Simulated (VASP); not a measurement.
Wanted: the native input for a VASP 6.6.1 run.

```yaml
Task: single point
Functional: PBE
Potentials_or_basis: VASP PAW PBE potentials, release 64 (Na_pv, La, Mn_pv, Mo_sv, O)
Cutoff: 520 eV
k_mesh: 5 × 5 × 4
Occupations: fermi-dirac, width 0.05 eV
Spin: collinear spin, ferromagnetic start
Starting_moments: "[0.0, 0.0, 0.0, 0.0, 4.0, 4.0, 1.0, 1.0, 0.0, 0.0, 0.0, 0.0, 0.0, 0.0, 0.0, 0.0, 0.0, 0.0, 0.0, 0.0] μB"
k_mesh_for_the_DOS: 8 × 8 × 6
Occupations_for_the_DOS: tetrahedron
Further_INCAR_settings: ALGO = Normal; EDIFF = 1e-06; NBANDS = 101
```

NaLaMnMoO6:

```xyz
20
Lattice="5.4052 0.0014 0.0015 0.0746 5.4046 -0.0118 0.0304 -0.0143 8.2208" Properties=species:S:1:pos:R:3 pbc="T T T"
Na    2.7815    2.7347    2.0499
Na    2.7288    2.6570    6.1606
La    0.0738    0.0631    2.0551
La    5.4365    5.3286    6.1553
Mn    2.7026    0.0007    0.0007
Mn    0.0525    2.6951    4.1045
Mo    0.0373    2.7023   -0.0059
Mo    2.7178   -0.0065    4.1111
O     5.1705    2.9313    1.9060
O     0.3397    2.4604    6.3045
O     1.5424    1.5135    0.3942
O     3.9679    3.8782    7.8163
O     1.1984    4.3047    8.2077
O     4.3118    1.0870    0.0027
O     2.4937    0.2699    6.0216
O     3.0165    5.1218    2.1889
O     1.1608    4.2891    4.0933
O     4.3495    1.1026    4.1172
O     1.5486    1.5136    3.7103
O     3.9617    3.8780    4.5001
```

One way to write it, as run:

POSCAR

```
NaLaMnMoO6
1.0
    5.4052300000      0.0014200000      0.0014600000
    0.0745900000      5.4046000000     -0.0117500000
    0.0304100000     -0.0143300000      8.2207500000
Na La Mn Mo O
2 2 2 2 12
Direct
    0.5061900000      0.5065300000      0.2499900000
    0.4938100000      0.4934700000      0.7500100000
    0.0120700000      0.0123300000      0.2500100000
    0.9879300000      0.9876700000      0.7499900000
    0.5000000000      0.0000000000      0.0000000000
    0.0000000000      0.5000000000      0.5000000000
    0.0000000000      0.5000000000      0.0000000000
    0.5000000000      0.0000000000      0.5000000000
    0.9477800000      0.5427400000      0.2324600000
    0.0522200000      0.4572600000      0.7675400000
    0.2812100000      0.2800900000      0.0483000000
    0.7187900000      0.7199100000      0.9517000000
    0.2050700000      0.7990800000      0.9995200000
    0.7949300000      0.2009200000      0.0004800000
    0.4565200000      0.0517600000      0.7324800000
    0.5434800000      0.9482400000      0.2675200000
    0.2009700000      0.7948700000      0.4990200000
    0.7990300000      0.2051300000      0.5009800000
    0.2800700000      0.2811900000      0.4516900000
    0.7199300000      0.7188100000      0.5483100000
```

INCAR.step1

```
SYSTEM = NaLaMnMoO6
ALGO     = Normal         ! electronic algorithm
EDIFF    = 1E-6           ! SCF threshold, eV
ENCUT    = 520            ! plane-wave cutoff, eV
GGA      = PE             ! functional
ISIF     = 2              ! what is computed and relaxed
ISMEAR   = -1             ! smearing method
ISPIN    = 2              ! spin polarisation
KPAR     = 4            
LASPH    = .TRUE.         ! aspherical terms in the spheres
LCHARG   = .TRUE.         ! write CHGCAR
LMAXMIX  = 6              ! l up to which the mixer works
LREAL    = .FALSE.        ! projectors in reciprocal space
LWAVE    = .FALSE.        ! write WAVECAR
MAGMOM   = 0 0 0 0 4 4 1 1 0 0 0 0 0 0 0 0 0 0 0 0 ! initial moments
NBANDS   = 101            ! bands
NELM     = 100            ! most SCF steps
PREC     = Accurate       ! precision mode
SIGMA    = 0.05           ! smearing width, eV
```

KPOINTS.step1

```
k-points
0
G
  5 5 4
  0 0 0
```

INCAR.step2

```
SYSTEM = NaLaMnMoO6
ALGO     = Normal         ! electronic algorithm
EDIFF    = 1E-6           ! SCF threshold, eV
ENCUT    = 520            ! plane-wave cutoff, eV
GGA      = PE             ! functional
ICHARG   = 11             ! starting density
ISIF     = 2              ! what is computed and relaxed
ISMEAR   = -5             ! smearing method
ISPIN    = 2              ! spin polarisation
KPAR     = 4            
LASPH    = .TRUE.         ! aspherical terms in the spheres
LCHARG   = .FALSE.        ! write CHGCAR
LMAXMIX  = 6              ! l up to which the mixer works
LORBIT   = 11             ! projections on sites
LREAL    = .FALSE.        ! projectors in reciprocal space
LWAVE    = .FALSE.        ! write WAVECAR
MAGMOM   = 0 0 0 0 4 4 1 1 0 0 0 0 0 0 0 0 0 0 0 0 ! initial moments
NBANDS   = 101            ! bands
NEDOS    = 2001           ! points of the DOS
NELM     = 100            ! most SCF steps
PREC     = Accurate       ! precision mode
SIGMA    = 0.05           ! smearing width, eV
```

KPOINTS.step2

```
k-points
0
G
  8 8 6
  0 0 0
```

Potentials or basis: VASP PAW PBE potentials, release 64 (Na_pv, La, Mn_pv, Mo_sv, O).

Launch:

```sh
$ cat potpaw_PBE.64/Na_pv/POTCAR potpaw_PBE.64/La/POTCAR potpaw_PBE.64/Mn_pv/POTCAR potpaw_PBE.64/Mo_sv/POTCAR potpaw_PBE.64/O/POTCAR > POTCAR
$ cp INCAR.step1 INCAR
$ cp KPOINTS.step1 KPOINTS
$ mpirun -np 4 vasp_std > vasp.out
$ cp INCAR.step2 INCAR
$ cp KPOINTS.step2 KPOINTS
$ mpirun -np 4 vasp_std > vasp.out
```

Results of the run:

```yaml
Net_moment: -0.54 μB per cell
Site_moments: Na +0.00; La +0.00; Mn -0.34, -0.33; Mo +0.06, +0.02; O -0.00, -0.01, +0.02 (each value once) μB
Valence_electrons_inside_the_program's_atomic_spheres: Na 6.03; La 8.47; Mn 11.58, 11.57; Mo 12.33, 12.32; O 5.00, 5.01, 5.04 (each value once)
```

Run time: 92 min on 4 MPI ranks on Intel(R) Xeon(R) 6975P-C (Granite Rapids), with other jobs on the host, peak memory 5.2 GiB a rank.
